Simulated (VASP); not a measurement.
# Al2InN3 in VASP: a series of runs

The runs below take Al2InN3 through single point, relaxation of cell and atoms, with PBE.

Everything below comes from runs of VASP 6.6.1. Logs are shortened: lines on timing, memory, paths and dates and some standing lists are left out, and cuts for length are marked.

## (1) The cell of the first run

The typed cell holds 12 atoms: a = 3.032 Å, b = 5.237 Å, c = 7.514 Å, α = 90.10°, β = 90.00°, γ = 90.00°.

## (2) Single point, PBE

Contents of INCAR:

```
  PREC = Accurate
  ENCUT = 520
  EDIFF = 1E-6
  ISMEAR = 0
  SIGMA = 0.1
  LREAL = False
  LASPH = True
  NELM = 60
  ALGO = Normal
  ISIF = 2
  LWAVE = False
  LCHARG = False
  GGA = PE
  NBANDS = 46
```

Contents of KPOINTS:

```
Automatic mesh
0
Gamma
  4 4 2
```

Contents of POSCAR:

```
Al2InN3
1.0
    3.0317469735     -0.0000822883      0.0000175393
    0.0001399339      5.2369196388     -0.0043848927
    0.0000888700     -0.0065260447      7.5143416233
Al In N
4 2 6
Direct
    1.0000115019      0.3328266542      0.6554825594
    0.5000120331      0.8328235855      0.6554851472
    0.4999887050      0.1671807694      0.3445202804
    0.9999890939      0.6671794648      0.3445162349
    0.4999989994      0.4999960105      1.0000020694
    0.0000028961      0.0000001898     -0.0000022720
    1.0000287541      0.3336955524      0.1969524708
    0.5000353047      0.8336991541      0.1969479785
    0.4999586884      0.1662981896      0.8030475961
    0.9999626773      0.6663008277      0.8030531962
    0.5000048159      0.5000070774      0.4999991746
    0.0000065303     -0.0000074752      0.4999955645
```

Potentials or basis: VASP PAW PBE potentials, release 64 (Al, In_d, N).

The run is started by

```
> cat potpaw_PBE.64/Al/POTCAR potpaw_PBE.64/In_d/POTCAR potpaw_PBE.64/N/POTCAR > POTCAR
> mpirun -np 1 vasp_std > vasp.out
```

OUTCAR:

```text
PREC = Accurate
   ENCUT = 520
   EDIFF = 1E-6
   ISMEAR = 0
   LREAL = False
   LASPH = True
   NELM = 60
   ISIF = 2
   GGA = PE

 ion  position               nearest neighbor table
   1  0.000  0.333  0.655-  10 2.07   9 2.07   9 2.07  12 2.10  11 2.11  11 2.11   3 2.92   3 2.92
                             4 2.92   2 3.03   2 3.03   2 3.03   2 3.03   6 3.12   5 3.12   5 3.12
   2  0.500  0.833  0.655-   9 2.07  10 2.07  10 2.07  11 2.10  12 2.11  12 2.11   4 2.92   4 2.92
                             3 2.92   1 3.03   1 3.03   1 3.03   1 3.03   5 3.12   6 3.12   6 3.12
   3  0.500  0.167  0.345-   8 2.07   7 2.07   7 2.07  11 2.10  12 2.11  12 2.11   1 2.92   1 2.92
                             2 2.92   4 3.03   4 3.03   4 3.03   4 3.03   5 3.12   6 3.12   6 3.12
   4  1.000  0.667  0.345-   7 2.07   8 2.07   8 2.07  12 2.10  11 2.11  11 2.11   2 2.92   2 2.92
                             1 2.92   3 3.03   3 3.03   3 3.03   3 3.03   6 3.12   5 3.12   5 3.12
   5  0.500  0.500  0.000-   8 2.29   9 2.29  10 2.29   7 2.29   7 2.29  10 2.29   6 3.03   6 3.03
                             6 3.03   6 3.03   3 3.12   2 3.12   4 3.12   4 3.12   1 3.12   1 3.12
   6  0.000  0.000  1.000-  10 2.29   7 2.29   9 2.29   8 2.29   8 2.29   9 2.29   5 3.03   5 3.03
                             5 3.03   5 3.03   1 3.12   4 3.12   2 3.12   2 3.12   3 3.12   3 3.12
   7  0.000  0.334  0.197-   4 2.07   3 2.07   3 2.07   6 2.29   5 2.29   5 2.29
   8  0.500  0.834  0.197-   3 2.07   4 2.07   4 2.07   5 2.29   6 2.29   6 2.29
   9  0.500  0.166  0.803-   2 2.07   1 2.07   1 2.07   5 2.29   6 2.29   6 2.29
  10  1.000  0.666  0.803-   1 2.07   2 2.07   2 2.07   6 2.29   5 2.29   5 2.29
  11  0.500  0.500  0.500-   2 2.10   3 2.10   4 2.11   1 2.11   1 2.11   4 2.11
  12  0.000  1.000  0.500-   4 2.10   1 2.10   3 2.11   2 2.11   2 2.11   3 2.11

  LATTYP: Found a simple monoclinic cell.
 ALAT       =     5.2369214764
 B/A-ratio  =     0.5789177837
 C/A-ratio  =     2.4594887875
 COS(beta)  =    -0.8121819552

  Lattice vectors:

 A1 = (   0.0001399339,   5.2369196388,  -0.0043848927)
 A2 = (   3.0317469735,  -0.0000822883,   0.0000175393)
 A3 = (  -0.0003687378, -10.4673132329,  -7.5055718379)

Analysis of symmetry for initial positions (statically):
=====================================================================
 Subroutine PRICEL returns:
 Original cell was already a primitive cell.

 Routine SETGRP: Setting up the symmetry group for a
 simple monoclinic supercell.

 Subroutine GETGRP returns: Found  1 space group operations
 (whereof  1 operations were pure point group operations)
 out of a pool of  4 trial point group operations.

The static configuration has the point symmetry C_1 .

Analysis of symmetry for dynamics (positions and initial velocities):
=====================================================================
 Subroutine PRICEL returns:
 Original cell was already a primitive cell.

 Routine SETGRP: Setting up the symmetry group for a
 simple monoclinic supercell.

 Subroutine GETGRP returns: Found  1 space group operations
 (whereof  1 operations were pure point group operations)
 out of a pool of  4 trial point group operations.

The dynamic configuration has the point symmetry C_1 .

 Subroutine INISYM returns: Found  1 space group operations
 (whereof  1 operations are pure point group operations),
 and found     1 'primitive' translations

----------------------------------------------------------------------------------------

                                     Primitive cell

  volume of cell :     119.3052

  direct lattice vectors                    reciprocal lattice vectors
     3.031746974 -0.000082288  0.000017539     0.329842829 -0.000008817 -0.000003909
     0.000139934  5.236919639 -0.004384893     0.000005182  0.190952085  0.000165838
     0.000088870 -0.006526045  7.514341623    -0.000000767  0.000111428  0.133078955

  length of vectors
     3.031746975  5.236921476  7.514344458     0.329842829  0.190952158  0.133079001

  position of ions in fractional coordinates (direct lattice)
     0.000011502  0.332826654  0.655482559
     0.500012033  0.832823586  0.655485147
     0.499988705  0.167180769  0.344520280
     0.999989094  0.667179465  0.344516235
     0.499998999  0.499996010  0.000002069
[... 31 lines left out ...]
 Generating k-lattice:

  Cartesian coordinates                     Fractional coordinates (reciprocal lattice)
     0.082460707 -0.000002204 -0.000000977     0.250000000  0.000000000 -0.000000000
     0.000001295  0.047738021  0.000041459    -0.000000000  0.250000000  0.000000000
    -0.000000383  0.000055714  0.066539477    -0.000000000  0.000000000  0.500000000

  Length of vectors
     0.082460707  0.047738039  0.066539501

  Shift w.r.t. Gamma in fractional coordinates (k-lattice)
     0.000000000  0.000000000  0.000000000

 Subroutine IBZKPT returns following result:
 ===========================================

 Found     20 irreducible k-points:

 Following reciprocal coordinates:
            Coordinates               Weight
  0.000000  0.000000  0.000000      1.000000
  0.250000 -0.000000  0.000000      2.000000
  0.500000 -0.000000  0.000000      1.000000
 -0.000000  0.250000  0.000000      2.000000
  0.250000  0.250000 -0.000000      2.000000
  0.250000 -0.250000 -0.000000      2.000000
[... 12 lines left out ...]
  0.250000  0.500000  0.500000      2.000000
  0.500000  0.500000  0.500000      1.000000
   k-points           NKPTS =     20   k-points in BZ     NKDIM =     20   number of bands    NBANDS=     46
   number of dos      NEDOS =    301   number of ions     NIONS =     12
   total plane-waves  NPLWV =  53760
   dimension x,y,z NGX =    24 NGY =   40 NGZ =   56
   dimension x,y,z NGXF=    48 NGYF=   80 NGZF=  112
   ions per type =               4   2   6
   NGX,Y,Z   is equivalent  to a cutoff of  13.16, 12.70, 12.39 a.u.
   NGXF,Y,Z  is equivalent  to a cutoff of  26.32, 25.40, 24.78 a.u.
 SYSTEM =  unknown system
   PREC   = accura    normal or accurate (medium, high low for compatibility)
   ISTART =      0    job   : 0-new  1-cont  2-samecut
   ICHARG =      2    charge: 1-file 2-atom 10-const
   ISPIN  =      1    spin polarized calculation?
   LNONCOLLINEAR =      F non collinear calculations
   LSORBIT =      F    spin-orbit coupling
   LASPH  =      T    aspherical Exc in radial PAW
   ENCUT  =  520.0 eV  38.22 Ry    6.18 a.u.   5.64  9.74 13.97*2*pi/ulx,y,z
   NELM   =     60;   NELMIN=  2; NELMDL= -5     # of ELM steps
   EDIFF  = 0.1E-05   stopping-criterion for ELM
   LREAL  =      F    real-space projection
   EDIFFG = 0.1E-04   stopping-criterion for IOM
   NSW    =      0    number of steps for IOM
   IBRION =     -1    ionic relax: 0-MD 1-quasi-New 2-CG
   NFREE  =      0    steps in history (QN), initial steepest desc. (CG)
   ISIF   =      2    stress and relaxation
   ISYM   =      2    0-nonsym 1-usesym 2-fastsym
   POTIM  = 0.5000    time-step for ionic-motion
   TEBEG  =    0.0;   TEEND  =   0.0 temperature during run
   PSTRESS=    0.0 pullay stress
   NELECT =      68.0000    total number of electrons
   NUPDOWN=      -1.0000    fix difference up-down
   EMIN   =  10.00;   EMAX   =-10.00  energy-range for DOS
   EFERMI =   0.00;   METHOD = LEGACY
   ISMEAR =     0;   SIGMA  =   0.10  broadening in eV -4-tet -1-fermi 0-gaus
   EFERMI_NEDOS =   21; number of points for ismear=-14 and -15
   IALGO  =     38    algorithm
   IMIX   =      4    mixing-type and parameters
     AMIX     =   0.40;   BMIX     =  1.00
     AMIX_MAG =   1.60;   BMIX_MAG =  1.00
  volume/ion in A,a.u.               =       9.94        67.09
  Fermi-wavevector in a.u.,A,eV,Ry     =   1.357348  2.565016 25.067298  1.842394
  Thomas-Fermi vector in A             =   2.484274
   LORBIT       =      0    0 simple, 1 ext, 2 COOP (PROOUT), +10 PAW based schemes
   GGA     = PE    functional components
   LHFCALC =     F    Hartree Fock is set to
   AEXX    =    0.0000 exact exchange contribution
   IVDW    =     0    specifies the selected vdW correction
   LEPSILON=     F    determine dielectric tensor
   LRPA    =     F    only Hartree local field effects (RPA)
 non-spin polarized calculation
 Gauss-broadening in eV      SIGMA  =   0.10
  energy-cutoff  :      520.00
  volume of cell :      119.31
 maximum number of plane-waves:      3236
 NGX is ok and might be reduce to    24
   NGX = 11   NGY = 19   NGZ = 27

 number of electron      68.0000010 magnetization

 Free energy of the ion-electron system (eV)
  ---------------------------------------------------
  ext. energy  EPLUGINS =         0.00000000
  ---------------------------------------------------
  free energy    TOTEN  =       -76.92556698 eV

  energy without entropy =      -76.92556698  energy(sigma->0) =      -76.92556698

 E-fermi :   9.9279     XC(G=0): -12.1203

 val. band max:        9.4769438508   @ k =   0.2500  -0.0000   0.0000
 cond. band min:      11.8063285761   @ k =   0.0000   0.0000   0.0000
 fundamental gap:      2.3293847253
 Fermi energy:         9.9278909327

 k-point     1 :       0.0000    0.0000    0.0000
  band No.  band energies     occupation
      1      -7.0568      2.00000
      2      -6.0596      2.00000
      3      -5.4792      2.00000
      4      -5.0798      2.00000
      5      -4.8923      2.00000
      6      -4.6682      2.00000
[... 969 lines left out ...]
     45      18.1298      0.00000
     46      18.1304      0.00000

------------------------ aborting loop because EDIFF is reached ----------------------------------------

  FORCE on cell =-STRESS in cart. coord.  units (eV):
  Direction    XX          YY          ZZ          XY          YZ          ZX
  --------------------------------------------------------------------------------------
  -------------------------------------------------------------------------------------
  Total       -0.0198408     -0.0194617      0.0114129      0.0004899     -0.0085255     -0.0007441
  in kB       -0.2664466     -0.2613560      0.1532664      0.0065792     -0.1144903     -0.0099927
  external PRESSURE =      -0.1248454 kB  Pullay stress =       0.0000000 kB

 VOLUME and BASIS-vectors are now :
 -----------------------------------------------------------------------------
  energy-cutoff  :      520.00
  volume of cell :      119.31
      direct lattice vectors                 reciprocal lattice vectors
     3.031746974 -0.000082288  0.000017539     0.329842829 -0.000008817 -0.000003909
     0.000139934  5.236919639 -0.004384893     0.000005182  0.190952085  0.000165838
     0.000088870 -0.006526045  7.514341623    -0.000000767  0.000111428  0.133078955

 POSITION                                       TOTAL-FORCE (eV/Angst)
 -----------------------------------------------------------------------------------
      0.00014      1.73871      4.92406        -0.000438     -0.000684      0.002169
      1.51608      4.35711      4.92190        -0.000437     -0.000731      0.001898
      1.51589      0.87322      2.58812         0.000418      0.000188     -0.002507
      3.03184      3.49163      2.58590         0.000426      0.000840     -0.002302
      1.51594      2.61840     -0.00217        -0.000007      0.000238      0.000067
      0.00010     -0.00653      7.51432        -0.000104     -0.000172      0.000408
      0.00015      1.74625      1.47850        -0.000487     -0.001916      0.030997
      1.51611      4.36469      1.47629        -0.000615     -0.002206      0.030970
      1.51584      0.86561      6.03365         0.000779      0.002391     -0.031158
      3.03180      3.48404      6.03151         0.000657      0.001980     -0.031306
      1.51600      2.61519      3.75498        -0.000080     -0.000551      0.000228
      0.00020      5.23362      3.75275        -0.000112      0.000625      0.000536
 -----------------------------------------------------------------------------------
    total drift:                               -0.000014     -0.000007     -0.000125

  FREE ENERGIE OF THE ION-ELECTRON SYSTEM (eV)
  ---------------------------------------------------
  free  energy   TOTEN  =       -76.9255669818 eV

  energy  without entropy=      -76.9255669818  energy(sigma->0) =      -76.92556698
```

It took 66 s on 1 thread of AMD EPYC 9R45 (Zen 5), shared host; peak memory 0.23 GiB.

What came out:

| Quantity | Value |
| --- | --- |
| Free energy | -76.9256 eV |
| Pressure | 0.0 GPa |
| Largest force | 0.031 eV/Å |
| Band gap on the k mesh | 2.33 eV |

Forces on the atoms (eV/Å):
```
Al   0.000 -0.001  0.002
Al   0.000 -0.001  0.002
Al   0.000  0.000 -0.003
Al   0.000  0.001 -0.002
In   0.000  0.000  0.000
In   0.000  0.000  0.000
N    0.000 -0.002  0.031
N   -0.001 -0.002  0.031
N    0.001  0.002 -0.031
N    0.001  0.002 -0.031
N    0.000 -0.001  0.000
N    0.000  0.001  0.001
```

Caveat: the k points lie up to 0.52 Å⁻¹ apart; spin-orbit coupling is left out, which moves the levels of the heavy elements. PBE gaps usually lie below the measured ones, often by a third to a half.

[end of part 1 of 2]
